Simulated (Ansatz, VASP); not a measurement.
**One calculation of Ni, two programs**

```
CELL_PARAMETERS angstrom
0.00000 1.76795 1.76795
1.76795 0.00000 1.76795
1.76795 1.76795 0.00000
ATOMIC_POSITIONS crystal
Ni 0.00000 0.00000 0.00000
```

Alike in both runs: task electric field gradients; functional LDA; k mesh 20 × 20 × 20; occupations fermi-dirac, width 0.05 eV; collinear spin.

|  | VASP | Ansatz |
| --- | --- | --- |
| version | VASP 6.6.1 | Ansatz 0.2.0 |
| potentials or method | VASP PAW LDA potentials, release 64 (Ni) | PAW with Ansatz's default frozen-core files, scalar-relativistic |
| plane-wave cutoff (eV) | 520 | 420 |
| valence electrons in the cell | 10 | 18 |

|  | VASP | Ansatz | Ansatz less VASP |
| --- | --- | --- | --- |
| pressure (GPa) | -19.3 | -19.5 | -0.18 |
| net moment per atom (μB) | 0.61 | 0.63 | +0.016 |
| size of the moment on the site where the two differ most (μB) | 0.62 | 0.66 | +0.039 |

LDA's correlation is that of Perdew and Zunger in VASP and of Perdew and Wang (1992) in Ansatz. Site moments also hang on the region over which each program counts them. VASP's potentials hold 10 valence electrons a cell and Ansatz's 18, so a difference there can come from the potentials and not from the codes.
